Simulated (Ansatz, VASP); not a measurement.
Ge2Sb2Te5 in VASP and in Ansatz

```
CELL_PARAMETERS angstrom
4.56250 0.00000 0.00000
-2.28125 3.95124 0.00000
0.00000 0.00000 18.99090
ATOMIC_POSITIONS crystal
Ge 0.00000 0.00000 0.33147
Ge 0.00000 0.00000 0.66853
Sb 0.33333 0.66667 0.11216
Sb 0.66667 0.33333 0.88784
Te 0.00000 0.00000 0.00000
Te 0.33333 0.66667 0.79136
Te 0.66667 0.33333 0.20864
Te 0.33333 0.66667 0.40975
Te 0.66667 0.33333 0.59025
```

Alike in both runs: task single point; functional PBE; k mesh 9 × 9 × 2; occupations gaussian, width 0.03 eV; no spin polarisation.

|  | VASP | Ansatz |
| --- | --- | --- |
| version | VASP 6.6.1 | Ansatz 0.2.0 |
| potentials or method | VASP PAW PBE potentials, release 64 (Ge_d, Sb, Te), cutoff 520 eV | scalar-relativistic, plane waves, PAW |
| valence electrons in the cell | 68 | 138 |

|  | VASP | Ansatz | Ansatz less VASP |
| --- | --- | --- | --- |
| gap on the k mesh at the Fermi level (eV) | 0.11 | 0.12 | +0.003 |
| least direct gap on the mesh (eV) | 0.11 | 0.12 | +0.003 |
| pressure (GPa) | -5.6 | -5.6 | +0.03 |
| traceless stress, the component that is largest in VASP (GPa) | 0.57 | 0.57 | +0.004 |
| rms of the force components (eV/Å) | 0.352 | 0.354 | +0.0022 |

Atom by atom the forces differ by 0.003 eV/Å (rms over components). VASP's potentials hold 68 valence electrons a cell and Ansatz's 138, so a difference there can come from the potentials and not from the codes.

Spin-orbit coupling is off throughout.
